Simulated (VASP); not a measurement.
# LiCl (Fm-3m) in VASP: a series of runs

LiCl is run at these levels: PBEsol, PBE, r2SCAN; tasks: vibrations by perturbation theory, dielectric tensor.

All numbers are computed with VASP 6.6.1; they aren't measurements. Logs are shortened: lines on timing, memory, paths and dates and some standing lists are left out, and cuts for length are marked.

## 1. The cell of the first run

The structure is cubic, space group Fm-3m (No. 225). Conventional cell: a = 5.064 Å, b = 5.064 Å, c = 5.064 Å, α = 90.00°, β = 90.00°, γ = 90.00°. Li (site symmetry m-3m) has 6 Cl at 2.53 Å within 3.3 Å. Cl (site symmetry m-3m) has 6 Li at 2.53 Å within 3.3 Å.

## 2. Vibrations by perturbation theory, PBEsol

The input, INCAR:

```
PREC = Accurate
ENCUT = 520
EDIFF = 1E-8
ISMEAR = 0
SIGMA = 0.01
LREAL = False
LASPH = True
NELM = 100
ALGO = Normal
ISIF = 2
LWAVE = False
LCHARG = False
GGA = PS
IBRION = 8
NSW = 1
LEPSILON = True
```

The input, KPOINTS:

```
Automatic mesh
0
Gamma
  8 8 8
```

The input, POSCAR:

```
LiCl
1.0
    0.0000000000      2.5321653157      2.5321653157
    2.5321653157      0.0000000000      2.5321653157
    2.5321653157      2.5321653157      0.0000000000
Li Cl
1 1
Direct
    0.0000000000      0.0000000000      0.0000000000
    0.5000000000      0.5000000000      0.5000000000
```

Potentials or basis: VASP PAW PBE potentials, release 64 (Li_sv, Cl).

Command:

```sh
$ cat potpaw_PBE.64/Li_sv/POTCAR potpaw_PBE.64/Cl/POTCAR > POTCAR
$ mpirun -np 1 vasp_std > vasp.out
```

OUTCAR:

```text
PREC = Accurate
   ENCUT = 520
   EDIFF = 1E-8
   ISMEAR = 0
   LREAL = False
   LASPH = True
   NELM = 100
   ISIF = 2
   GGA = PS
   IBRION = 8
   NSW = 1
   LEPSILON = True

 ion  position               nearest neighbor table
   1  0.000  0.000  0.000-   2 2.53   2 2.53   2 2.53   2 2.53   2 2.53   2 2.53
   2  0.500  0.500  0.500-   1 2.53   1 2.53   1 2.53   1 2.53   1 2.53   1 2.53

  LATTYP: Found a face centered cubic cell.
 ALAT       =     5.0643306314

  Lattice vectors:

 A1 = (   0.0000000000,   2.5321653157,   2.5321653157)
 A2 = (   2.5321653157,   0.0000000000,   2.5321653157)
 A3 = (   2.5321653157,   2.5321653157,   0.0000000000)

Analysis of symmetry for initial positions (statically):
=====================================================================
 Subroutine PRICEL returns:
 Original cell was already a primitive cell.

 Routine SETGRP: Setting up the symmetry group for a
 face centered cubic supercell.

 Subroutine GETGRP returns: Found 48 space group operations
 (whereof 48 operations were pure point group operations)
 out of a pool of 48 trial point group operations.

The static configuration has the point symmetry O_h .

Analysis of symmetry for dynamics (positions and initial velocities):
=====================================================================
 Subroutine PRICEL returns:
 Original cell was already a primitive cell.

 Routine SETGRP: Setting up the symmetry group for a
 face centered cubic supercell.

 Subroutine GETGRP returns: Found 48 space group operations
 (whereof 48 operations were pure point group operations)
 out of a pool of 48 trial point group operations.

The dynamic configuration has the point symmetry O_h .

 Subroutine INISYM returns: Found 48 space group operations
 (whereof 48 operations are pure point group operations),
 and found     1 'primitive' translations

----------------------------------------------------------------------------------------

                                     Primitive cell

  volume of cell :      32.4718

  direct lattice vectors                    reciprocal lattice vectors
     0.000000000  2.532165316  2.532165316    -0.197459462  0.197459462  0.197459462
     2.532165316  0.000000000  2.532165316     0.197459462 -0.197459462  0.197459462
     2.532165316  2.532165316  0.000000000     0.197459462  0.197459462 -0.197459462

  length of vectors
     3.581022532  3.581022532  3.581022532     0.342009820  0.342009820  0.342009820

  position of ions in fractional coordinates (direct lattice)
     0.000000000  0.000000000  0.000000000
     0.500000000  0.500000000  0.500000000

  ion indices of the primitive-cell ions
   primitive index   ion index
                 1           1
                 2           2

----------------------------------------------------------------------------------------

 KPOINTS: Automatic mesh

Automatic generation of k-mesh.
 Grid dimensions read from file:
 generate k-points for:    8    8    8

 Generating k-lattice:

  Cartesian coordinates                     Fractional coordinates (reciprocal lattice)
[... 439 lines left out ...]
  ---------------------------------------------------
  ---------------------------------------------------
  free energy    TOTEN  =        -0.20788938 eV

  energy without entropy =       -0.20788938

------------------------ aborting loop because EDIFF is reached ----------------------------------------

--------------------------------------- Ionic step        2  -------------------------------------------

------------------------ aborting loop because EDIFF is reached ----------------------------------------

--------------------------------------- Ionic step        3  -------------------------------------------

------------------------ aborting loop because EDIFF is reached ----------------------------------------

 PIEZOELECTRIC TENSOR FIELD DIRECTION 3  (e Angst)
 -----------------------------------------------------------------------------
    -0.00039  0.00000  0.00000           ( -0.00000  0.00000  0.00000)
     0.00000 -0.00039 -0.00000           (  0.00000 -0.00000  0.00000)
     0.00000  0.00000 -0.00021           (  0.00000  0.00000 -0.00000)

 PIEZOELECTRIC TENSOR FIELD DIRECTION 3  (C/m^2)
 -----------------------------------------------------------------------------
    -0.00019  0.00000  0.00000
     0.00000 -0.00019 -0.00000
     0.00000  0.00000 -0.00011

--------------------------------------- Ionic step        4  -------------------------------------------

------------------------ aborting loop because EDIFF is reached ----------------------------------------

[... ionic steps 5 to 6 ...]

--------------------------------------- Ionic step        7  -------------------------------------------

 Free energy of the ion-electron system (eV)
  ---------------------------------------------------
  ---------------------------------------------------
  free energy    TOTEN  =        -0.18799246 eV

  energy without entropy =       -0.18799246

------------------------ aborting loop because EDIFF is reached ----------------------------------------

 INTERNAL STRAIN TENSOR  FOR ION    2  DIRECTION 1   (eV/Angst):
 -----------------------------------------------------------------------------
     0.00247 -0.00000 -0.00000
     0.00000  0.00967 -0.00000
    -0.00000 -0.00000  0.00967

 MACROSCOPIC STATIC DIELECTRIC TENSOR (including local field effects in DFT)
 ------------------------------------------------------
           3.079662     0.000000     0.000000
           0.000000     3.079662     0.000000
           0.000000     0.000000     3.079662
 ------------------------------------------------------

 PIEZOELECTRIC TENSOR (including local field effects)  for field in x, y, z        (e  Angst)
          XX          YY          ZZ          XY          YZ          ZX
  --------------------------------------------------------------------------------
  x     0.00000     0.00000     0.00000     0.00000     0.00000     0.00000
  y     0.00000     0.00000     0.00000     0.00000     0.00000     0.00000
  z     0.00000     0.00000     0.00000     0.00000     0.00000     0.00000

 PIEZOELECTRIC TENSOR (including local field effects)  for field in x, y, z        (C/m^2)
          XX          YY          ZZ          XY          YZ          ZX
  --------------------------------------------------------------------------------
  x     0.00000     0.00000     0.00000     0.00000     0.00000     0.00000
  y     0.00000     0.00000     0.00000     0.00000     0.00000     0.00000
  z     0.00000     0.00000     0.00000     0.00000     0.00000     0.00000

 BORN EFFECTIVE CHARGES (including local field effects) (in |e|, cummulative output)
 ---------------------------------------------------------------------------------
 ion    1
    1     1.17444     0.00000     0.00000
    2     0.00000     1.17444     0.00000
    3     0.00000     0.00000     1.17444
 ion    2
    1    -1.17444     0.00000     0.00000
    2     0.00000    -1.17444     0.00000
    3     0.00000     0.00000    -1.17444

 INTERNAL STRAIN TENSOR FOR ION    2 for displacements in x,y,z  (eV/Angst):
          X           Y           Z          XY          YZ          ZX
  --------------------------------------------------------------------------------
  x     0.00000     0.00000     0.00000     0.00000     0.00000     0.00000
  y     0.00000     0.00000     0.00000     0.00000     0.00000     0.00000
  z     0.00000     0.00000     0.00000     0.00000     0.00000     0.00000

 SECOND DERIVATIVES (NOT SYMMETRIZED)
 ------------------------------------
               1X          1Y          1Z          2X          2Y          2Z
  1X    -0.903783    0.000000    0.000000    0.903783    0.000000    0.000000
  1Y     0.000000   -0.903783    0.000000    0.000000    0.903783    0.000000
  1Z     0.000000    0.000000   -0.903783    0.000000    0.000000    0.903783
  2X     0.928918    0.000000    0.000000   -0.928918    0.000000    0.000000
  2Y     0.000000    0.928918    0.000000    0.000000   -0.928918    0.000000
  2Z     0.000000    0.000000    0.928918    0.000000    0.000000   -0.928918

 Eigenvectors and eigenvalues of the dynamical matrix
 ----------------------------------------------------

   1 f  =    6.157482 THz    38.688598 2PiTHz  205.391478 cm-1    25.465286 meV
             X         Y         Z           dx          dy          dz
      0.000000  0.000000  0.000000     0.000000    0.911637    0.000000
      2.532165  2.532165  2.532165     0.000000   -0.410996    0.000000
[... 21 lines left out ...]
   6 f/i=    0.031641 THz     0.198808 2PiTHz    1.055438 cm-1     0.130858 meV
             X         Y         Z           dx          dy          dz
      0.000000  0.000000  0.000000     0.000000   -0.410996    0.000000
      2.532165  2.532165  2.532165     0.000000   -0.911637    0.000000

--------------------------------------------------------------------------------------------------------

 MACROSCOPIC STATIC DIELECTRIC TENSOR IONIC CONTRIBUTION
 ------------------------------------------------------
           8.387178     0.000000     0.000000
           0.000000     8.387178     0.000000
           0.000000     0.000000     8.387178
 ------------------------------------------------------

 ELASTIC MODULI CONTR FROM IONIC RELAXATION (kBar)
 Direction    XX          YY          ZZ          XY          YZ          ZX
 --------------------------------------------------------------------------------
 XX           0.0000      0.0000      0.0000      0.0000      0.0000      0.0000
 YY           0.0000      0.0000      0.0000      0.0000      0.0000      0.0000
 ZZ           0.0000      0.0000      0.0000      0.0000      0.0000      0.0000
 XY           0.0000      0.0000      0.0000      0.0000      0.0000      0.0000
 YZ           0.0000      0.0000      0.0000      0.0000      0.0000      0.0000
 ZX           0.0000      0.0000      0.0000      0.0000      0.0000      0.0000
 --------------------------------------------------------------------------------

 PIEZOELECTRIC TENSOR IONIC CONTR  for field in x, y, z        (C/m^2)
          XX          YY          ZZ          XY          YZ          ZX
  --------------------------------------------------------------------------------
  x     0.00000     0.00000     0.00000     0.00000     0.00000     0.00000
  y     0.00000     0.00000     0.00000     0.00000     0.00000     0.00000
  z     0.00000     0.00000     0.00000     0.00000     0.00000     0.00000
```

Run time: 5.6 min. Hardware: 1 thread of Oxide Virtual Turin-like, shared host; peak memory 0.17 GiB.

What came out:

- Electronic dielectric tensor (diagonal): 3.08
- Born charges (mean of the diagonal): Li +1.17; Cl -1.17 e
- Highest phonon frequency at Γ, LO-TO splitting left out: 205 cm⁻¹

Phonon frequencies in cm⁻¹ (negative: imaginary):
| q point | frequencies |
| --- | --- |
| (0.000, 0.000, 0.000) | -1 -1 -1 205 205 205 |

Electronic dielectric tensor:
```
3.08 0.00 0.00
0.00 3.08 0.00
0.00 0.00 3.08
```

Born effective charge tensors (e):
atom 1, Li
```
1.17 0.00 0.00
0.00 1.17 0.00
0.00 0.00 1.17
```
atom 2, Cl
```
-1.17  0.00  0.00
 0.00 -1.17  0.00
 0.00  0.00 -1.17
```

Caveat: the cutoff is under 1.25 times the usual one of these potentials, so pressure, stress and relaxed cells hold a basis-set (Pulay) error; the PAW data sets were made with another functional, which shifts forces and pressure a little.

## 3. Dielectric tensor, PBE

This run uses another cell than the first one, of 16.70 Å³/atom.

The input, INCAR:

```
SYSTEM = LiCl
ALGO = Normal
EDIFF = 1E-8
ENCUT = 520
GGA = PE
ISIF = 2
ISMEAR = 0
LASPH = .TRUE.
LCHARG = .FALSE.
LEPSILON = .TRUE.
LREAL = .FALSE.
LWAVE = .FALSE.
NELM = 100
PREC = Accurate
SIGMA = 0.01
```

The input, KPOINTS:

```
k-points
0
G
  8 8 8
  0 0 0
```

The input, POSCAR:

```
LiCl
1.0
    0.0000000000      2.5560252152      2.5560252152
    2.5560252152      0.0000000000      2.5560252152
    2.5560252152      2.5560252152      0.0000000000
Li Cl
1 1
Direct
    0.0000000000      0.0000000000      0.0000000000
    0.5000000000      0.5000000000      0.5000000000
```

Potentials or basis: VASP PAW PBE potentials, release 64 (Li_sv, Cl).

Command:

```sh
$ cat potpaw_PBE.64/Li_sv/POTCAR potpaw_PBE.64/Cl/POTCAR > POTCAR
$ mpirun -np 1 vasp_std > vasp.out
```

OUTCAR:

```text
SYSTEM = LiCl
   EDIFF = 1E-8
   ENCUT = 520
   GGA = PE
   ISIF = 2
   ISMEAR = 0
   LASPH = .TRUE.
   LEPSILON = .TRUE.
   LREAL = .FALSE.
   NELM = 100
   PREC = Accurate

 ion  position               nearest neighbor table
   1  0.000  0.000  0.000-   2 2.56   2 2.56   2 2.56   2 2.56   2 2.56   2 2.56
   2  0.500  0.500  0.500-   1 2.56   1 2.56   1 2.56   1 2.56   1 2.56   1 2.56

  LATTYP: Found a face centered cubic cell.
 ALAT       =     5.1120504304

  Lattice vectors:

 A1 = (   0.0000000000,   2.5560252152,   2.5560252152)
 A2 = (   2.5560252152,   0.0000000000,   2.5560252152)
 A3 = (   2.5560252152,   2.5560252152,   0.0000000000)

Analysis of symmetry for initial positions (statically):
=====================================================================
 Subroutine PRICEL returns:
 Original cell was already a primitive cell.

 Routine SETGRP: Setting up the symmetry group for a
 face centered cubic supercell.

 Subroutine GETGRP returns: Found 48 space group operations
 (whereof 48 operations were pure point group operations)
 out of a pool of 48 trial point group operations.

The static configuration has the point symmetry O_h .

Analysis of symmetry for dynamics (positions and initial velocities):
=====================================================================
 Subroutine PRICEL returns:
 Original cell was already a primitive cell.

 Routine SETGRP: Setting up the symmetry group for a
 face centered cubic supercell.

 Subroutine GETGRP returns: Found 48 space group operations
 (whereof 48 operations were pure point group operations)
[... 467 lines left out ...]
  free  energy   TOTEN  =        -7.3845703869 eV

  energy  without entropy=       -7.3845703869  energy(sigma->0) =       -7.38457039

 HEAD OF MICROSCOPIC STATIC DIELECTRIC TENSOR (INDEPENDENT PARTICLE, excluding Hartree and local field effects)
 ------------------------------------------------------
           3.273283     0.000000     0.000000
          -0.000000     3.273283     0.000000
           0.000000     0.000000     3.273283
 ------------------------------------------------------

 Free energy of the ion-electron system (eV)
  ---------------------------------------------------
  ---------------------------------------------------
  free energy    TOTEN  =        -0.20694276 eV

  energy without entropy =       -0.20694276

------------------------ aborting loop because EDIFF is reached ----------------------------------------

--------------------------------------- Ionic step        2  -------------------------------------------

------------------------ aborting loop because EDIFF is reached ----------------------------------------

--------------------------------------- Ionic step        3  -------------------------------------------

 Free energy of the ion-electron system (eV)
  ---------------------------------------------------
  ---------------------------------------------------
  free energy    TOTEN  =        -0.20694700 eV

  energy without entropy =       -0.20694700

------------------------ aborting loop because EDIFF is reached ----------------------------------------

 PIEZOELECTRIC TENSOR FIELD DIRECTION 3  (e Angst)
 -----------------------------------------------------------------------------
    -0.00038  0.00000  0.00000           ( -0.00000  0.00000  0.00000)
     0.00000 -0.00038  0.00000           (  0.00000 -0.00000  0.00000)
     0.00000 -0.00000 -0.00020           (  0.00000  0.00000 -0.00000)

 PIEZOELECTRIC TENSOR FIELD DIRECTION 3  (C/m^2)
 -----------------------------------------------------------------------------
    -0.00018  0.00000  0.00000
     0.00000 -0.00018  0.00000
     0.00000 -0.00000 -0.00010

 MACROSCOPIC STATIC DIELECTRIC TENSOR (including local field effects in DFT)
 ------------------------------------------------------
           2.984008    -0.000000    -0.000000
           0.000000     2.984008     0.000000
          -0.000000     0.000000     2.984008
 ------------------------------------------------------

 PIEZOELECTRIC TENSOR (including local field effects)  for field in x, y, z        (e  Angst)
          XX          YY          ZZ          XY          YZ          ZX
  --------------------------------------------------------------------------------
  x     0.00000     0.00000     0.00000     0.00000     0.00000     0.00000
  y     0.00000     0.00000     0.00000     0.00000     0.00000     0.00000
  z     0.00000     0.00000     0.00000     0.00000     0.00000     0.00000

 PIEZOELECTRIC TENSOR (including local field effects)  for field in x, y, z        (C/m^2)
          XX          YY          ZZ          XY          YZ          ZX
  --------------------------------------------------------------------------------
  x     0.00000     0.00000     0.00000     0.00000     0.00000     0.00000
  y     0.00000     0.00000     0.00000     0.00000     0.00000     0.00000
  z     0.00000     0.00000     0.00000     0.00000     0.00000     0.00000

 BORN EFFECTIVE CHARGES (including local field effects) (in |e|, cummulative output)
 ---------------------------------------------------------------------------------
 ion    1
    1     1.18523    -0.00000     0.00000
    2     0.00000     1.18523     0.00000
    3     0.00000    -0.00000     1.18523
 ion    2
    1    -1.18523     0.00000    -0.00000
    2    -0.00000    -1.18523    -0.00000
    3    -0.00000     0.00000    -1.18523
```

Wall time 3.3 min (1 thread of Oxide Virtual Turin-like, shared host); peak memory 0.16 GiB.

Results:

```
Band gap on the k mesh                  : 6.40 eV
Electronic dielectric tensor (diagonal) : 2.98
Born charges (mean of the diagonal)     : Li +1.19; Cl -1.19 e
```

Levels at points of the mesh, in eV from the valence-band top:
```tsv
k point	band 2	band 3	band 4	band 5	band 6	band 7	band 8	band 9
(0.00, 0.00, 0.00)	-13.43	0.00	0.00	0.00	6.40	11.95	11.95	11.95
(0.50, 0.00, 0.00)	-12.85	-2.85	-0.26	-0.26	6.77	9.51	9.51	13.08
(0.50, 0.50, 0.00)	-12.60	-2.94	-1.12	-1.12	7.91	8.28	12.53	14.20
```

Electronic dielectric tensor:
```
2.98 0.00 0.00
0.00 2.98 0.00
0.00 0.00 2.98
```

Born effective charge tensors (e):
atom 1, Li
```
1.19 0.00 0.00
0.00 1.19 0.00
0.00 0.00 1.19
```
atom 2, Cl
```
-1.19  0.00  0.00
 0.00 -1.19  0.00
 0.00  0.00 -1.19
```

Caveat: the cutoff is under 1.25 times the usual one of these potentials, so pressure, stress and relaxed cells hold a basis-set (Pulay) error. A k mesh can miss the band edges.

[end of part 1 of 2]
